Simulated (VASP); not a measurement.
# Cu (Pmmn) in VASP: a series of runs

The runs below take Cu through single point, with PBEsol.

Program: VASP 6.6.1. These are calculated values, not measurements. Logs are shortened: lines on timing, memory, paths and dates and some standing lists are left out, and cuts for length are marked.

**1. The cell of the first run**

It takes space group Pmmn (No. 59, orthorhombic). Conventional cell: a = 2.556 Å, b = 3.615 Å, c = 2.556 Å, α = 90.00°, β = 90.00°, γ = 90.00°. Cu (site symmetry mm2) has 12 Cu at 2.34 to 2.86 Å within 3.1 Å.

**2. Single point, PBEsol (atoms displaced along a vibrational mode)**

Input file INCAR:

```
SYSTEM = Cu
ALGO = Fast ; EDIFF = 1E-6
ENCUT = 520 ; GGA = PS
ISIF = 2 ; ISMEAR = 0
LASPH = .True. ; LCHARG = .False.
LREAL = .False. ; LWAVE = .False.
NBANDS = 18 ; NELM = 60
PREC = Accurate ; SIGMA = 0.15
```

Input file KPOINTS:

```
k-points
0
Gamma
  18 18 14
  0 0 0
```

Input file POSCAR:

```
Cu
1.0
    0.0000000000     -1.8075000000     -1.8075000000
    0.0000000000      1.8075000000     -1.8075000000
    3.6150000000      0.0000000000      0.0000000000
Cu
2
Direct
    0.3973081438      0.5000000000      0.5000000000
    0.1026918562      0.0000000000      0.0000000000
```

Potentials or basis: VASP PAW PBE potentials, release 64 (Cu).

The run is started by

```
$ cat potpaw_PBE.64/Cu/POTCAR > POTCAR
$ mpirun -np 1 vasp_std > vasp.out
```

OUTCAR:

```text
SYSTEM = Cu
   EDIFF = 1E-6
   ENCUT = 520
   GGA = PS
   ISIF = 2
   ISMEAR = 0
   LASPH = .True.
   LREAL = .False.
   NELM = 60
   PREC = Accurate

 ion  position               nearest neighbor table
   1  0.397  0.500  0.500-   2 2.34   2 2.34   2 2.34   2 2.34
   2  0.103  0.000  0.000-   1 2.34   1 2.34   1 2.34   1 2.34

  LATTYP: Found a simple tetragonal cell.
 ALAT       =     2.5561910140
 C/A-ratio  =     1.4142135624

  Lattice vectors:

 A1 = (   0.0000000000,  -1.8075000000,  -1.8075000000)
 A2 = (   0.0000000000,   1.8075000000,  -1.8075000000)
 A3 = (   3.6150000000,   0.0000000000,   0.0000000000)

Analysis of symmetry for initial positions (statically):
=====================================================================
 Subroutine PRICEL returns:
 Original cell was already a primitive cell.

 Routine SETGRP: Setting up the symmetry group for a
 simple tetragonal supercell.

 Subroutine GETGRP returns: Found  8 space group operations
 (whereof  4 operations were pure point group operations)
 out of a pool of 16 trial point group operations.

The static configuration has the point symmetry C_2v.
 The point group associated with its full space group is D_2h.

Analysis of symmetry for dynamics (positions and initial velocities):
=====================================================================
 Subroutine PRICEL returns:
 Original cell was already a primitive cell.

 Routine SETGRP: Setting up the symmetry group for a
 simple tetragonal supercell.

 Subroutine GETGRP returns: Found  8 space group operations
 (whereof  4 operations were pure point group operations)
 out of a pool of 16 trial point group operations.

The dynamic configuration has the point symmetry C_2v.
 The point group associated with its full space group is D_2h.

 Subroutine INISYM returns: Found  8 space group operations
 (whereof  4 operations are pure point group operations),
 and found     1 'primitive' translations

----------------------------------------------------------------------------------------

                                     Primitive cell

  volume of cell :      23.6208

  direct lattice vectors                    reciprocal lattice vectors
     0.000000000 -1.807500000 -1.807500000     0.000000000 -0.276625173 -0.276625173
     0.000000000  1.807500000 -1.807500000     0.000000000  0.276625173 -0.276625173
     3.615000000  0.000000000  0.000000000     0.276625173  0.000000000  0.000000000

  length of vectors
     2.556191014  2.556191014  3.615000000     0.391207071  0.391207071  0.276625173

  position of ions in fractional coordinates (direct lattice)
     0.397308144  0.500000000  0.500000000
     0.102691856  0.000000000  0.000000000

  ion indices of the primitive-cell ions
   primitive index   ion index
                 1           1
                 2           2

----------------------------------------------------------------------------------------

 KPOINTS: k-points

Automatic generation of k-mesh.
 Grid dimensions read from file:
 generate k-points for:   18   18   14

 Generating k-lattice:

  Cartesian coordinates                     Fractional coordinates (reciprocal lattice)
     0.000000000 -0.015368065 -0.015368065     0.055555556  0.000000000  0.000000000
     0.000000000  0.015368065 -0.015368065     0.000000000  0.055555556  0.000000000
     0.019758941  0.000000000  0.000000000     0.000000000  0.000000000  0.071428571

  Length of vectors
     0.021733726  0.021733726  0.019758941

  Shift w.r.t. Gamma in fractional coordinates (k-lattice)
     0.000000000  0.000000000  0.000000000

 Subroutine IBZKPT returns following result:
 ===========================================

 Found    800 irreducible k-points:

 Following reciprocal coordinates:
            Coordinates               Weight
  0.000000  0.000000  0.000000      1.000000
  0.055556  0.000000  0.000000      2.000000
  0.000000  0.055556  0.000000      2.000000
  0.111111  0.000000  0.000000      2.000000
  0.000000  0.111111  0.000000      2.000000
  0.166667  0.000000  0.000000      2.000000
[... 16 lines left out ...]
  0.166667  0.055556  0.000000      4.000000
 -0.055556  0.166667  0.000000      4.000000
 [... further k-points ...]
   k-points           NKPTS =    800   k-points in BZ     NKDIM =    800   number of bands    NBANDS=     18
   number of dos      NEDOS =    301   number of ions     NIONS =      2
   total plane-waves  NPLWV =  11200
   dimension x,y,z NGX =    20 NGY =   20 NGZ =   28
   dimension x,y,z NGXF=    40 NGYF=   40 NGZF=   56
   ions per type =               2
   NGX,Y,Z   is equivalent  to a cutoff of  13.01, 13.01, 12.88 a.u.
   NGXF,Y,Z  is equivalent  to a cutoff of  26.01, 26.01, 25.75 a.u.
 SYSTEM =  Cu
   PREC   = accura    normal or accurate (medium, high low for compatibility)
   ISTART =      0    job   : 0-new  1-cont  2-samecut
   ICHARG =      2    charge: 1-file 2-atom 10-const
   ISPIN  =      1    spin polarized calculation?
   LNONCOLLINEAR =      F non collinear calculations
   LSORBIT =      F    spin-orbit coupling
   LASPH  =      T    aspherical Exc in radial PAW
   ENCUT  =  520.0 eV  38.22 Ry    6.18 a.u.   4.75  4.75  6.72*2*pi/ulx,y,z
   NELM   =     60;   NELMIN=  2; NELMDL= -5     # of ELM steps
   EDIFF  = 0.1E-05   stopping-criterion for ELM
   LREAL  =      F    real-space projection
   EDIFFG = 0.1E-04   stopping-criterion for IOM
   NSW    =      0    number of steps for IOM
   IBRION =     -1    ionic relax: 0-MD 1-quasi-New 2-CG
   NFREE  =      0    steps in history (QN), initial steepest desc. (CG)
   ISIF   =      2    stress and relaxation
   ISYM   =      2    0-nonsym 1-usesym 2-fastsym
   POTIM  = 0.5000    time-step for ionic-motion
   TEBEG  =    0.0;   TEEND  =   0.0 temperature during run
   PSTRESS=    0.0 pullay stress
   NELECT =      22.0000    total number of electrons
   NUPDOWN=      -1.0000    fix difference up-down
   EMIN   =  10.00;   EMAX   =-10.00  energy-range for DOS
   EFERMI =   0.00;   METHOD = LEGACY
   ISMEAR =     0;   SIGMA  =   0.15  broadening in eV -4-tet -1-fermi 0-gaus
   EFERMI_NEDOS =   21; number of points for ismear=-14 and -15
   IALGO  =     68    algorithm
   IMIX   =      4    mixing-type and parameters
     AMIX     =   0.40;   BMIX     =  1.00
     AMIX_MAG =   1.60;   BMIX_MAG =  1.00
  volume/ion in A,a.u.               =      11.81        79.70
  Fermi-wavevector in a.u.,A,eV,Ry     =   1.598763  3.021224 34.777078  2.556043
  Thomas-Fermi vector in A             =   2.696162
   LORBIT       =      0    0 simple, 1 ext, 2 COOP (PROOUT), +10 PAW based schemes
   GGA     = PS    functional components
   LHFCALC =     F    Hartree Fock is set to
   AEXX    =    0.0000 exact exchange contribution
   IVDW    =     0    specifies the selected vdW correction
   LEPSILON=     F    determine dielectric tensor
   LRPA    =     F    only Hartree local field effects (RPA)
 non-spin polarized calculation
 RMM-DIIS sequential band-by-band and
 Gauss-broadening in eV      SIGMA  =   0.15
  energy-cutoff  :      520.00
  volume of cell :       23.62
 maximum number of plane-waves:       664
   NGX =  9   NGY =  9   NGZ = 13

 number of electron      21.9999948 magnetization

 Free energy of the ion-electron system (eV)
  ---------------------------------------------------
  ext. energy  EPLUGINS =         0.00000000
  ---------------------------------------------------
  free energy    TOTEN  =        -8.19940384 eV

  energy without entropy =       -8.19329898  energy(sigma->0) =       -8.19635141

 E-fermi :   7.4142     XC(G=0): -12.8720

 val. band max:        7.4081499629   @ k =   0.5000   0.0000   0.4286
 cond. band min:       7.4191507311   @ k =  -0.1667   0.5000   0.1429
 fundamental gap:      0.0110007682
 Fermi energy:         7.4141824426

 k-point     1 :       0.0000    0.0000    0.0000
  band No.  band energies     occupation
      1      -1.9743      2.00000
      2       2.3594      2.00000
      3       3.2688      2.00000
      4       3.9077      2.00000
      5       3.9487      2.00000
      6       4.7943      2.00000
[... 10 lines left out ...]
     17      26.3073      0.00000
     18      30.6465      0.00000

 k-point     2 :       0.0556    0.0000    0.0000
  band No.  band energies     occupation
      1      -1.9008      2.00000
      2       2.3827      2.00000
      3       3.2864      2.00000
      4       3.9468      2.00000
      5       3.9568      2.00000
      6       4.7691      2.00000
[... 10 lines left out ...]
     17      26.4099      0.00000
     18      30.3556      0.00000

 k-point     3 :       0.0000    0.0556    0.0000
  band No.  band energies     occupation
      1      -1.8988      2.00000
      2       2.3974      2.00000
      3       3.2788      2.00000
      4       3.9145      2.00000
      5       3.9270      2.00000
      6       4.7817      2.00000
[... 10 lines left out ...]
     17      27.1956      0.00000
     18      29.9993      0.00000

 k-point     4 :       0.1111    0.0000    0.0000
  band No.  band energies     occupation
      1      -1.6820      2.00000
      2       2.4494      2.00000
      3       3.3361      2.00000
      4       3.9802      2.00000
      5       4.0628      2.00000
      6       4.6788      2.00000
[... 375 lines left out ...]
      4       3.8677      2.00000
      5       3.9693      2.00000
      6       4.7182      2.00000
[... 10 lines left out ...]
     17      28.5730      0.00000
     18      29.1666      0.00000

 k-point    23 :       0.1667    0.0556    0.0000
  band No.  band energies     occupation
      1      -1.2501      2.00000
      2       2.5847      2.00000
      3       3.4202      2.00000
      4       3.9658      2.00000
      5       4.2577      2.00000
      6       4.5274      2.00000
[... 10 lines left out ...]
     17      27.0918      0.00000
     18      27.6980      0.00000

 k-point    24 :      -0.0556    0.1667    0.0000
  band No.  band energies     occupation
      1      -1.2322      2.00000
      2       2.6909      2.00000
      3       3.3719      2.00000
      4       3.7752      2.00000
      5       3.9813      2.00000
      6       4.5941      2.00000
[... 10 lines left out ...]
     17      26.8320      0.00000
     18      27.7961      0.00000

 [... further k-points ...]

------------------------ aborting loop because EDIFF is reached ----------------------------------------

  FORCE on cell =-STRESS in cart. coord.  units (eV):
  Direction    XX          YY          ZZ          XY          YZ          ZX
  --------------------------------------------------------------------------------------
  -------------------------------------------------------------------------------------
  Total        2.0285971     -0.3677926     -0.3677926      0.0000000     -0.8854968      0.0000000
  in kB      137.5977957    -24.9470162    -24.9470162      0.0000000    -60.0623969      0.0000000
  external PRESSURE =      29.2345878 kB  Pullay stress =       0.0000000 kB

 VOLUME and BASIS-vectors are now :
 -----------------------------------------------------------------------------
  energy-cutoff  :      520.00
  volume of cell :       23.62
      direct lattice vectors                 reciprocal lattice vectors
     0.000000000 -1.807500000 -1.807500000     0.000000000 -0.276625173 -0.276625173
     0.000000000  1.807500000 -1.807500000     0.000000000  0.276625173 -0.276625173
     3.615000000  0.000000000  0.000000000     0.276625173  0.000000000  0.000000000

 POSITION                                       TOTAL-FORCE (eV/Angst)
 -----------------------------------------------------------------------------------
      1.80750      0.18562     -1.62188         0.000000     -0.969724     -0.969724
      0.00000     -0.18562     -0.18562         0.000000      0.969724      0.969724
 -----------------------------------------------------------------------------------
    total drift:                               -0.000000      0.000000      0.000000

  FREE ENERGIE OF THE ION-ELECTRON SYSTEM (eV)
  ---------------------------------------------------
  free  energy   TOTEN  =        -8.1994038448 eV

  energy  without entropy=       -8.1932989829  energy(sigma->0) =       -8.19635141
```

It took 5.1 min on 1 thread of Intel Xeon Platinum 8259CL at 2.50GHz (Skylake/Cascade Lake), shared host; peak memory 0.37 GiB.

What came out:

```yaml
Free_energy: -8.1994 eV
Pressure: 2.9 GPa
Largest_force: 1.371 eV/Å
Band_gap_on_the_k_mesh: zero (bands 11 and 12 overlap by 6.76 eV)
```

Forces in eV/Å, atoms in the order of the input:
```
Cu   0.000 -0.970 -0.970
Cu   0.000  0.970  0.970
```

Caveat: the cell differs from its parent crystal (atoms displaced along a vibrational mode); the PAW data sets were made with another functional, which shifts forces and pressure a little.

**3. Single point, PBEsol (atoms displaced along a vibrational mode)**

Input file INCAR:

```
ALGO = Fast ; EDIFF = 1E-6
ENCUT = 520 ; GGA = PS
ISIF = 2 ; ISMEAR = 0
LASPH = T ; LCHARG = F
LREAL = F ; LWAVE = F
NBANDS = 18 ; NELM = 80
PREC = Accurate ; SIGMA = 0.15
```

Input file KPOINTS:

```
k-points
0
Gamma
  18 18 14
```

Input file POSCAR:

```
Cu
1.0
    0.0000000000     -1.8075000000     -1.8075000000
    0.0000000000      1.8075000000     -1.8075000000
    3.6150000000      0.0000000000      0.0000000000
Cu
2
Direct
    0.4266486742      0.5000000000      0.5000000000
    0.0733513258      0.0000000000      0.0000000000
```

Potentials or basis: VASP PAW PBE potentials, release 64 (Cu).

The run is started by

```
$ cat potpaw_PBE.64/Cu/POTCAR > POTCAR
$ mpirun -np 1 vasp_std > vasp.out
```

It took 5.9 min on 1 thread of Intel Xeon 8259CL, shared host; peak memory 0.37 GiB.

The run converged. Its results:

* Free energy: -8.3865 eV
* Pressure: -0.4 GPa
* Largest force: 1.103 eV/Å
* Band gap on the k mesh: zero (bands 11 and 12 overlap by 7.25 eV)

Forces on the atoms (eV/Å):
```
Cu   0.000 -0.780 -0.780
Cu   0.000  0.780  0.780
```

Stress tensor (GPa, compression positive):
```
 5.35  0.00  0.00
 0.00 -3.28 -3.27
 0.00 -3.27 -3.28
```

Levels at points of the mesh, in eV from the Fermi level:
```
           k point  band 9  band 10  band 11  band 12  band 13  band 14
(0.00, 0.00, 0.00)   -1.83    -1.78    -1.40     1.46     7.09    13.02
(0.50, 0.00, 0.00)   -2.46    -1.67    -0.81     0.14     8.20     9.70
(0.00, 0.50, 0.00)   -2.06    -2.06    -0.35    -0.35     9.71     9.71
(0.50, 0.50, 0.00)   -1.53    -1.53     1.78     1.78     6.69     6.69
(0.00, 0.00, 0.50)   -2.01    -2.01    -1.82    -1.82    16.30    16.30
(0.50, 0.00, 0.50)   -1.71    -1.71    -0.55    -0.55     3.47     3.47
(0.00, 0.50, 0.50)   -1.65    -1.65    -1.03    -1.03     3.76     3.76
(0.50, 0.50, 0.50)   -1.53    -1.53     5.43     5.43     5.89     5.89
```

Caveat: the cell differs from its parent crystal (atoms displaced along a vibrational mode); the PAW data sets were made with another functional, which shifts forces and pressure a little.

[end of part 1 of 2]
